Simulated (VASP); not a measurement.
Set up this calculation in VASP 6.6.1, as the native input.

| Property | Result |
| --- | --- |
| Task | single point |
| Functional | PBEsol |
| Potentials or basis | VASP PAW PBE potentials, release 64 (Hf_pv, B) |
| Cutoff | 520 eV |
| k mesh | 10 × 10 × 8 |
| Occupations | gaussian, width 0.025 eV |
| Spin | no spin polarisation |
| Dipole correction | no |
| Further INCAR settings | ALGO = Normal; EDIFF = 1e-06; NBANDS = 15 |

The structure of HfB2 lies in POSCAR:

```
HfB2
1.0
    3.1400000000      0.0000000000      0.0000000000
   -1.5700000000      2.7193197700      0.0000000000
    0.0000000000      0.0000000000      3.4800000000
Hf B
1 2
Direct
    0.0000000000      0.0000000000      0.0000000000
    0.3333333333      0.6666666667      0.5000000000
    0.6666666667      0.3333333333      0.5000000000
```

The input as run:

INCAR

```
ALGO = Normal ; EDIFF = 1E-6
ENCUT = 520 ; GGA = PS
ISIF = 2 ; ISMEAR = 0
LASPH = T ; LCHARG = F
LREAL = F ; LWAVE = F
NBANDS = 15 ; NELM = 100
PREC = Accurate ; SIGMA = 0.025
```

KPOINTS

```
k-points
0
Gamma
  10 10 8
```

Potentials or basis: VASP PAW PBE potentials, release 64 (Hf_pv, B).

Command:

```sh
$ cat potpaw_PBE.64/Hf_pv/POTCAR potpaw_PBE.64/B/POTCAR > POTCAR
$ mpirun -np 1 vasp_std > vasp.out
```

Results of the run:

* Pressure: -4.5 GPa
* Band gap on the k mesh: zero (band 8 reaches 8.11 eV, above the bottom of band 9 at 7.30 eV)

Caveat: the PAW data sets were made with another functional, which shifts forces and pressure a little; spin-orbit coupling is left out, which moves the levels of the heavy elements.

Run time: 12 s on 1 thread of Intel(R) Xeon(R) 6975P-C (Granite Rapids) (shared host), peak memory 0.15 GiB.
